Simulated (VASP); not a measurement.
A run of VASP 6.6.1:

INCAR

```
  PREC = Accurate
  ENCUT = 500
  EDIFF = 1E-6
  ISMEAR = 0
  SIGMA = 0.1
  LREAL = False
  LASPH = True
  NELM = 120
  ALGO = Normal
  ISIF = 2
  LWAVE = False
  LCHARG = False
  GGA = PE
  NBANDS = 12
  GGA_COMPAT = False
```

Contents of KPOINTS:

```
Automatic mesh
0
Gamma
  2 1 1
```

POSCAR

```
Sb
1.0
    3.1224020000      0.0000000000      0.0000000000
    0.0000000000      4.3475180000      0.0000000000
   -0.0389150000      0.0000000000      4.4058520000
Sb
2
Direct
    0.9886110000      0.7500000000      0.7588340000
    0.0274023128      0.2500000000      0.2411660000
```

Potentials or basis: VASP PAW PBE potentials, release 64 (Sb).

Launch:

```bash
$ cat potpaw_PBE.64/Sb/POTCAR > POTCAR
$ mpirun -np 1 vasp_std > vasp.out
```

Hardware: 1 thread of Intel Xeon 6975P-C (shared host).

Question: How long does it take, and how much memory?

Answer: Wall time 3.9 s on 1 thread of Intel Xeon 6975P-C (shared host), peak memory 0.15 GiB. Counts: scf iterations 12, k points 2.
